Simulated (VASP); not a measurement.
Runs of VASP 6.6.1 on C. The structure is that of space group R-3m (No. 166), or close to it. The cells are those of the table. 

```tsv
task	level	potentials or basis	cell	k mesh	cutoff (eV)	pressure (GPa)
single point	PBE+D3(BJ)	VASP PAW PBE potentials, release 64 (C)	a = 7.121 Å, angles 19.9°, 4 atoms	10 × 10 × 10	520	0.4
single point	LDA	VASP PAW LDA potentials, release 64 (C)	a = 7.058 Å, angles 20.0°, 4 atoms	12 × 12 × 12	520	(a)
single point	r2SCAN+rVV10	VASP PAW PBE potentials, release 64 (C)	a = 7.058 Å, angles 20.0°, 4 atoms	10 × 10 × 10	520	0.7
relaxation of cell and atoms	PBE+D4	VASP PAW PBE potentials, release 64 (C)	relaxed from a = 7.121 Å, angles 19.9°, 4 atoms	10 × 10 × 10	600	0.0
single point	PBE+D4	VASP PAW PBE potentials, release 64 (C)	a = 7.041 Å, angles 20.1°, 4 atoms	10 × 10 × 10	520	0.4
```

Alike in all rows: no spin polarisation; smearing fermi-dirac 0.02 eV.

Problem. Estimate the missing entries.

Solution. (a) -2.7.

Caveats: the PAW data sets were made with another functional, which shifts forces and pressure a little (at least some runs).
